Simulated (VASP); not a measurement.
# GaP (I-4m2) in VASP: further runs

Runs on GaP. Level: r2SCAN. Tasks: single point.

Everything below comes from runs of VASP 6.6.1. Logs are shortened: lines on timing, memory, paths and dates and some standing lists are left out, and cuts for length are marked.

## 1. The cell of the first run

The structure is tetragonal, space group I-4m2 (No. 119). The conventional cell has a = 3.854 Å, b = 3.854 Å, c = 5.669 Å, α = 90.00°, β = 90.00°, γ = 90.00°. Within 3.2 Å of Ga (site symmetry -4m2) lie 4 P at 2.39 Å. P (site symmetry -4m2) has 4 Ga at 2.39 Å within 3.2 Å.

## 2. Single point, r2SCAN (strain +0.000 along x and y, +0.040 along z)

POSCAR reads:

```
GaP
1.0
    0.0000000000      2.7252500000      2.8342600000
    2.7252500000      0.0000000000      2.8342600000
    2.7252500000      2.7252500000      0.0000000000
Ga P
1 1
Direct
    0.0000000000      0.0000000000      0.0000000000
    0.7500000000      0.7500000000      0.7500000000
```

INCAR.step1 reads:

```
SYSTEM = GaP
PREC     = Accurate       ! precision mode
ENCUT    = 520            ! plane-wave cutoff, eV
ISMEAR   = 0              ! smearing method
SIGMA    = 0.05           ! smearing width, eV
LREAL    = .FALSE.        ! projectors in reciprocal space
LASPH    = .TRUE.         ! aspherical terms in the spheres
NELM     = 80             ! most SCF steps
NBANDS   = 16             ! bands
GGA      = PE             ! functional
ALGO     = Normal         ! electronic algorithm
EDIFF    = 1E-4           ! SCF threshold, eV
LWAVE    = .TRUE.         ! write WAVECAR
LCHARG   = .FALSE.        ! write CHGCAR
```

INCAR.step2 reads:

```
SYSTEM = GaP
PREC     = Accurate       ! precision mode
ENCUT    = 520            ! plane-wave cutoff, eV
EDIFF    = 1E-6           ! SCF threshold, eV
ISMEAR   = 0              ! smearing method
SIGMA    = 0.05           ! smearing width, eV
LREAL    = .FALSE.        ! projectors in reciprocal space
LASPH    = .TRUE.         ! aspherical terms in the spheres
NELM     = 80             ! most SCF steps
ALGO     = Normal         ! electronic algorithm
ISIF     = 2              ! what is computed and relaxed
LWAVE    = .FALSE.        ! write WAVECAR
LCHARG   = .TRUE.         ! write CHGCAR
METAGGA  = R2SCAN         ! meta-GGA
LMIXTAU  = .TRUE.       
LELF     = .TRUE.         ! ELF
LVHAR    = .TRUE.       
NBANDS   = 16             ! bands
ISTART   = 1
```

KPOINTS reads:

```
Automatic mesh
0
G
  8 8 8
  0 0 0
```

Potentials or basis: VASP PAW PBE potentials, release 64 (Ga_d, P).

On the command line:

```sh
$ cat potpaw_PBE.64/Ga_d/POTCAR potpaw_PBE.64/P/POTCAR > POTCAR
$ cp INCAR.step1 INCAR
$ mpirun -np 1 vasp_std > vasp.out
$ cp INCAR.step2 INCAR
$ mpirun -np 1 vasp_std > vasp.out
```

OUTCAR:

```text
SYSTEM = GaP
   PREC = Accurate
   ENCUT = 520
   EDIFF = 1E-6
   ISMEAR = 0
   LREAL = .FALSE.
   LASPH = .TRUE.
   NELM = 80
   ISIF = 2
   METAGGA = R2SCAN
   ISTART = 1

 ion  position               nearest neighbor table
   1  0.000  0.000  0.000-   2 2.39   2 2.39   2 2.39   2 2.39
   2  0.750  0.750  0.750-   1 2.39   1 2.39   1 2.39   1 2.39

  LATTYP: Found a body centered tetragonal cell.
 ALAT       =     3.8540855109
 C/A-ratio  =     1.4707821049

  Lattice vectors:

 A1 = (  -2.7252500000,   0.0000000000,   2.8342600000)
 A2 = (   2.7252500000,   0.0000000000,   2.8342600000)
 A3 = (   0.0000000000,   2.7252500000,  -2.8342600000)

Analysis of symmetry for initial positions (statically):
=====================================================================
 Subroutine PRICEL returns:
 Original cell was already a primitive cell.

 Routine SETGRP: Setting up the symmetry group for a
 body centered tetragonal supercell.

 Subroutine GETGRP returns: Found  8 space group operations
 (whereof  8 operations were pure point group operations)
 out of a pool of 16 trial point group operations.

The static configuration has the point symmetry D_2d.

Analysis of symmetry for dynamics (positions and initial velocities):
=====================================================================
 Subroutine PRICEL returns:
 Original cell was already a primitive cell.

 Routine SETGRP: Setting up the symmetry group for a
 body centered tetragonal supercell.

 Subroutine GETGRP returns: Found  8 space group operations
 (whereof  8 operations were pure point group operations)
 out of a pool of 16 trial point group operations.

The dynamic configuration has the point symmetry D_2d.

 Subroutine INISYM returns: Found  8 space group operations
 (whereof  8 operations are pure point group operations),
 and found     1 'primitive' translations

----------------------------------------------------------------------------------------

                                     Primitive cell

  volume of cell :      42.1000

  direct lattice vectors                    reciprocal lattice vectors
     0.000000000  2.725250000  2.834260000    -0.183469406  0.183469406  0.176412891
     2.725250000  0.000000000  2.834260000     0.183469406 -0.183469406  0.176412891
     2.725250000  2.725250000  0.000000000     0.183469406  0.183469406 -0.176412891

  length of vectors
     3.931922851  3.931922851  3.854085511     0.313757158  0.313757158  0.313757158

  position of ions in fractional coordinates (direct lattice)
     0.000000000  0.000000000  0.000000000
     0.750000000  0.750000000  0.750000000

  ion indices of the primitive-cell ions
   primitive index   ion index
                 1           1
                 2           2

----------------------------------------------------------------------------------------

 KPOINTS: Automatic mesh

Automatic generation of k-mesh.
 Grid dimensions read from file:
 generate k-points for:    8    8    8

 Generating k-lattice:

  Cartesian coordinates                     Fractional coordinates (reciprocal lattice)
    -0.022933676  0.022933676  0.022051611     0.125000000  0.000000000  0.000000000
     0.022933676 -0.022933676  0.022051611     0.000000000  0.125000000  0.000000000
     0.022933676  0.022933676 -0.022051611     0.000000000  0.000000000  0.125000000

  Length of vectors
     0.039219645  0.039219645  0.039219645

  Shift w.r.t. Gamma in fractional coordinates (k-lattice)
     0.000000000  0.000000000  0.000000000

 Subroutine IBZKPT returns following result:
 ===========================================

 Found     59 irreducible k-points:

 Following reciprocal coordinates:
            Coordinates               Weight
  0.000000  0.000000  0.000000      1.000000
  0.125000  0.000000  0.000000      8.000000
  0.250000  0.000000  0.000000      8.000000
  0.375000  0.000000  0.000000      8.000000
  0.500000  0.000000  0.000000      4.000000
  0.125000  0.125000  0.000000      2.000000
[... 16 lines left out ...]
  0.250000  0.000000  0.125000     16.000000
  0.375000  0.000000  0.125000     16.000000
 [... further k-points ...]
   k-points           NKPTS =     59   k-points in BZ     NKDIM =     59   number of bands    NBANDS=     16
   number of dos      NEDOS =    301   number of ions     NIONS =      2
   total plane-waves  NPLWV =  27000
   dimension x,y,z NGX =    30 NGY =   30 NGZ =   30
   dimension x,y,z NGXF=    60 NGYF=   60 NGZF=   60
   ions per type =               1   1
   NGX,Y,Z   is equivalent  to a cutoff of  12.68, 12.68, 12.94 a.u.
   NGXF,Y,Z  is equivalent  to a cutoff of  25.37, 25.37, 25.88 a.u.
 SYSTEM =  GaP
   PREC   = accura    normal or accurate (medium, high low for compatibility)
   ISTART =      1    job   : 0-new  1-cont  2-samecut
   ICHARG =      0    charge: 1-file 2-atom 10-const
   ISPIN  =      1    spin polarized calculation?
   LNONCOLLINEAR =      F non collinear calculations
   LSORBIT =      F    spin-orbit coupling
   LASPH  =      T    aspherical Exc in radial PAW
   ENCUT  =  520.0 eV  38.22 Ry    6.18 a.u.   7.31  7.31  7.17*2*pi/ulx,y,z
   NELM   =     80;   NELMIN=  2; NELMDL=  0     # of ELM steps
   EDIFF  = 0.1E-05   stopping-criterion for ELM
   LREAL  =      F    real-space projection
   EDIFFG = 0.1E-04   stopping-criterion for IOM
   NSW    =      0    number of steps for IOM
   IBRION =     -1    ionic relax: 0-MD 1-quasi-New 2-CG
   NFREE  =      0    steps in history (QN), initial steepest desc. (CG)
   ISIF   =      2    stress and relaxation
   ISYM   =      2    0-nonsym 1-usesym 2-fastsym
   POTIM  = 0.5000    time-step for ionic-motion
   TEBEG  =    0.0;   TEEND  =   0.0 temperature during run
   PSTRESS=    0.0 pullay stress
   NELECT =      18.0000    total number of electrons
   NUPDOWN=      -1.0000    fix difference up-down
   EMIN   =  10.00;   EMAX   =-10.00  energy-range for DOS
   EFERMI =   0.00;   METHOD = LEGACY
   ISMEAR =     0;   SIGMA  =   0.05  broadening in eV -4-tet -1-fermi 0-gaus
   EFERMI_NEDOS =   21; number of points for ismear=-14 and -15
   IALGO  =     38    algorithm
   IMIX   =      4    mixing-type and parameters
     AMIX     =   0.40;   BMIX     =  1.00
     AMIX_MAG =   1.60;   BMIX_MAG =  1.00
  volume/ion in A,a.u.               =      21.05       142.05
  Fermi-wavevector in a.u.,A,eV,Ry     =   1.233308  2.330614 20.695122  1.521049
  Thomas-Fermi vector in A             =   2.368043
   LORBIT       =      0    0 simple, 1 ext, 2 COOP (PROOUT), +10 PAW based schemes
   METAGGA = R2SCAN    functional components
   LHFCALC =     F    Hartree Fock is set to
   AEXX    =    0.0000 exact exchange contribution
   IVDW    =     0    specifies the selected vdW correction
   LEPSILON=     F    determine dielectric tensor
   LRPA    =     F    only Hartree local field effects (RPA)
 non-spin polarized calculation
 Gauss-broadening in eV      SIGMA  =   0.05
  energy-cutoff  :      520.00
  volume of cell :       42.10
 maximum number of plane-waves:      1154
 NGX is ok and might be reduce to    30
   NGX = 15   NGY = 15   NGZ = 15

 number of electron      18.0000002 magnetization

 Free energy of the ion-electron system (eV)
  ---------------------------------------------------
  ext. energy  EPLUGINS =         0.00000000
  ---------------------------------------------------
  free energy    TOTEN  =       -21.43484333 eV

  energy without entropy =      -21.43484333  energy(sigma->0) =      -21.43484333

 E-fermi :   4.4016     XC(G=0): -10.3600

 val. band max:        4.1480720507   @ k =   0.0000   0.0000   0.0000
 cond. band min:       5.9075423381   @ k =   0.3750   0.0000   0.3750
 fundamental gap:      1.7594702874
 Fermi energy:         4.4016057991

 k-point     1 :       0.0000    0.0000    0.0000
  band No.  band energies     occupation
      1     -10.8721      2.00000
      2     -10.8600      2.00000
      3     -10.8600      2.00000
      4     -10.7668      2.00000
      5     -10.7602      2.00000
      6      -8.6530      2.00000
[... 8 lines left out ...]
     15      13.9275      0.00000
     16      14.6526      0.00000

 k-point     2 :       0.1250    0.0000    0.0000
  band No.  band energies     occupation
      1     -10.8789      2.00000
      2     -10.8620      2.00000
      3     -10.8557      2.00000
      4     -10.7672      2.00000
      5     -10.7597      2.00000
      6      -8.4507      2.00000
[... 8 lines left out ...]
     15      13.9612      0.00000
     16      14.2572      0.00000

 k-point     3 :       0.2500    0.0000    0.0000
  band No.  band energies     occupation
      1     -10.9065      2.00000
      2     -10.8537      2.00000
      3     -10.8463      2.00000
      4     -10.7670      2.00000
      5     -10.7574      2.00000
      6      -7.8797      2.00000
[... 8 lines left out ...]
     15      13.6118      0.00000
     16      14.5669      0.00000

 k-point     4 :       0.3750    0.0000    0.0000
  band No.  band energies     occupation
      1     -10.9325      2.00000
      2     -10.8461      2.00000
      3     -10.8388      2.00000
      4     -10.7648      2.00000
      5     -10.7530      2.00000
      6      -7.0931      2.00000
[... 8 lines left out ...]
     15      14.6484      0.00000
     16      14.9318      0.00000
[... 324 lines left out ...]
 k-point    22 :       0.1250    0.0000    0.1250
  band No.  band energies     occupation
      1     -10.8823      2.00000
      2     -10.8626      2.00000
      3     -10.8521      2.00000
      4     -10.7701      2.00000
      5     -10.7577      2.00000
      6      -8.3773      2.00000
[... 8 lines left out ...]
     15      14.2798      0.00000
     16      14.6967      0.00000

 k-point    23 :       0.2500    0.0000    0.1250
  band No.  band energies     occupation
      1     -10.9070      2.00000
      2     -10.8517      2.00000
      3     -10.8435      2.00000
      4     -10.7732      2.00000
      5     -10.7545      2.00000
      6      -7.9223      2.00000
[... 8 lines left out ...]
     15      14.4031      0.00000
     16      15.7417      0.00000

 k-point    24 :       0.3750    0.0000    0.1250
  band No.  band energies     occupation
      1     -10.9313      2.00000
      2     -10.8425      2.00000
      3     -10.8362      2.00000
      4     -10.7724      2.00000
      5     -10.7512      2.00000
      6      -7.1864      2.00000
[... 8 lines left out ...]
     15      15.2352      0.00000
     16      15.6949      0.00000

 [... further k-points ...]

------------------------ aborting loop because EDIFF is reached ----------------------------------------

  FORCE on cell =-STRESS in cart. coord.  units (eV):
  Direction    XX          YY          ZZ          XY          YZ          ZX
  --------------------------------------------------------------------------------------
  -------------------------------------------------------------------------------------
  Total       -0.5532863     -0.5532863     -1.4449632      0.0000000      0.0000000      0.0000000
  in kB      -21.0561093    -21.0561093    -54.9901613      0.0000000      0.0000000      0.0000000
  external PRESSURE =     -32.3674599 kB  Pullay stress =       0.0000000 kB

 VOLUME and BASIS-vectors are now :
 -----------------------------------------------------------------------------
  energy-cutoff  :      520.00
  volume of cell :       42.10
      direct lattice vectors                 reciprocal lattice vectors
     0.000000000  2.725250000  2.834260000    -0.183469406  0.183469406  0.176412891
     2.725250000  0.000000000  2.834260000     0.183469406 -0.183469406  0.176412891
     2.725250000  2.725250000  0.000000000     0.183469406  0.183469406 -0.176412891

 POSITION                                       TOTAL-FORCE (eV/Angst)
 -----------------------------------------------------------------------------------
      0.00000      0.00000      0.00000        -0.000000     -0.000000     -0.000000
      4.08788      4.08788      4.25139         0.000000      0.000000      0.000000
 -----------------------------------------------------------------------------------
    total drift:                               -0.000014     -0.000014      0.000011

  FREE ENERGIE OF THE ION-ELECTRON SYSTEM (eV)
  ---------------------------------------------------
  free  energy   TOTEN  =       -21.4348433312 eV

  energy  without entropy=      -21.4348433312  energy(sigma->0) =      -21.43484333
```

Run time: 1.9 min. Hardware: 1 thread of Intel Xeon Platinum 8488C (Sapphire Rapids), shared host; peak memory 0.18 GiB.

Results:

```
Free energy            : -21.4348 eV
Pressure               : -3.2 GPa
Band gap on the k mesh : 1.76 eV, indirect (least direct gap 1.91 eV)
```

Caveat: the cell differs from its parent crystal (strain +0.000 along x and y, +0.040 along z); the PAW data sets were made with another functional, which shifts forces and pressure a little. A k mesh can miss the band edges.

## 3. Single point, r2SCAN (strain +0.040 along x and y, +0.080 along z)

POSCAR reads:

```
GaP
1.0
    0.0000000000      2.8342600000      2.9432700000
    2.8342600000      0.0000000000      2.9432700000
    2.8342600000      2.8342600000      0.0000000000
Ga P
1 1
Direct
    0.0000000000      0.0000000000      0.0000000000
    0.7500000000      0.7500000000      0.7500000000
```

INCAR.step1 reads:

```
SYSTEM = GaP
PREC = Accurate ; ENCUT = 520
ISMEAR = 0 ; SIGMA = 0.05
LREAL = .False. ; LASPH = .True.
NELM = 60 ; NBANDS = 16
GGA = PE ; ALGO = Normal
EDIFF = 1E-4 ; LWAVE = .True.
LCHARG = .False.
```

INCAR.step2 reads:

```
SYSTEM = GaP
PREC = Accurate ; ENCUT = 520
EDIFF = 1E-6 ; ISMEAR = 0
SIGMA = 0.05 ; LREAL = .False.
LASPH = .True. ; NELM = 60
ALGO = Normal ; ISIF = 2
LWAVE = .False. ; LCHARG = .False.
METAGGA = R2SCAN ; LMIXTAU = .True.
NBANDS = 16 ; ISTART = 1
```

KPOINTS reads:

```
regular mesh
0
Gamma
  8 8 8
  0 0 0
```

Potentials or basis: VASP PAW PBE potentials, release 64 (Ga_d, P).

On the command line:

```sh
$ cat potpaw_PBE.64/Ga_d/POTCAR potpaw_PBE.64/P/POTCAR > POTCAR
$ cp INCAR.step1 INCAR
$ mpirun -np 1 vasp_std > vasp.out
$ cp INCAR.step2 INCAR
$ mpirun -np 1 vasp_std > vasp.out
```

Run time: 1.9 min. Hardware: 1 thread of Intel Xeon Platinum 8488C (Sapphire Rapids), shared host; peak memory 0.19 GiB.

Results (log left out):

```yaml
Free_energy: -21.2156 eV
Pressure: -9.6 GPa
Band_gap_on_the_k_mesh: 0.95 eV, direct
```

Stress tensor (GPa, compression positive):
```
 -8.64   0.00   0.00
  0.00  -8.64   0.00
  0.00   0.00 -11.62
```

Levels at points of the mesh, in eV from the valence-band top:
```tsv
k point	band 7	band 8	band 9	band 10	band 11	band 12
(0.00, 0.00, 0.00)	-0.21	0.00	0.00	0.95	4.10	4.10
(0.50, 0.00, 0.00)	-6.09	-1.16	-0.88	1.44	4.89	5.10
(0.50, 0.50, 0.00)	-6.48	-2.20	-2.20	2.27	2.32	10.06
(0.50, 0.00, 0.50)	-6.26	-2.44	-2.42	1.97	2.04	9.96
```

Caveat: the cell differs from its parent crystal (strain +0.040 along x and y, +0.080 along z); the PAW data sets were made with another functional, which shifts forces and pressure a little.
